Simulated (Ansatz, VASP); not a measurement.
**One calculation of Mg, two programs**

```
Mg
1.0
     0.00000    2.24426    2.24426
     2.24426    0.00000    2.24426
     2.24426    2.24426    0.00000
Mg
1
Direct
  0.00000 0.00000 0.00000
```

Alike in both runs: task single point; functional PBEsol; k mesh 11 × 11 × 11; no spin polarisation.

|  | VASP | Ansatz |
| --- | --- | --- |
| version | VASP 6.6.1 | Ansatz 0.2.0 |
| potentials or method | VASP PAW PBE potentials, release 64 (Mg), cutoff 600 eV | plane waves, PAW |
| occupations | methfessel-paxton of order 1, width 0.1 eV | cold, width 0.1 eV |
| valence electrons in the cell | 2 | 10 |

```tsv
	VASP	Ansatz	Ansatz less VASP
pressure (GPa)	0.2	0.2	+0.02
```

VASP's potentials were made for PBE, not for PBEsol. VASP's potentials hold 2 valence electrons a cell and Ansatz's 10, so a difference there can come from the potentials and not from the codes.
